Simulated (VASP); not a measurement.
Set up this calculation in VASP 6.6.1, as the native input.

```yaml
Task: single point
Functional: LDA
Potentials_or_basis: VASP PAW LDA potentials, release 64 (Pd, S)
Cutoff: 520 eV
k_mesh: 6 × 6 × 1
Occupations: gaussian, width 0.1 eV
Spin: no spin polarisation
Dipole_correction: yes
Further_INCAR_settings: ALGO = Normal; EDIFF = 1e-06; NBANDS = 75
```

The structure of Pd12S lies in POSCAR:

```
Pd12S
1.0
    5.4294429595      0.0000000000      0.0000000000
   -2.7147214798      4.7020355313      0.0000000000
    0.0000000000      0.0000000000     19.9331216116
Pd S
12 1
Direct
    0.3333333333      0.1666666667      0.2006710277
    0.3333333333      0.6666666667      0.2006710277
    0.8333333333      0.1666666667      0.2006710277
    0.8333333333      0.6666666667      0.2006710277
    0.1666666667      0.3333333333      0.3118709115
    0.1666666667      0.8333333333      0.3118709115
    0.6666666667      0.3333333333      0.3118709115
    0.6666666667      0.8333333333      0.3118709115
    0.0000000000      0.0000000000      0.4230707952
    0.0000000000      0.5000000000      0.4230707952
    0.5000000000      0.0000000000      0.4230707952
    0.5000000000      0.5000000000      0.4230707952
    0.0000000000      0.0000000000      0.5274248375
```

These files were run (other wordings do the same):

INCAR

```
ALGO = Normal
DIPOL = 0.5 0.5 0.328
EDIFF = 1E-6
ENCUT = 520
GGA = CA
IDIPOL = 3
ISIF = 2
ISMEAR = 0
LASPH = True
LCHARG = False
LDIPOL = True
LREAL = False
LWAVE = False
NBANDS = 75
NELM = 60
PREC = Accurate
SIGMA = 0.1
```

KPOINTS

```
k-points
0
Gamma
  6 6 1
```

Potentials or basis: VASP PAW LDA potentials, release 64 (Pd, S).

Run with:

```sh
$ cat potpaw_LDA.64/Pd/POTCAR potpaw_LDA.64/S/POTCAR > POTCAR
$ mpirun -np 1 vasp_std > vasp.out
```

Results of the run:

The largest force is 0.882 eV/Å and the band gap on the k mesh is zero (bands 63 and 64 overlap by 0.51 eV).

It took 9.9 min on 1 thread of Intel(R) Xeon(R) Platinum 8488C (Sapphire Rapids), on a shared host, peak memory 0.5 GiB.
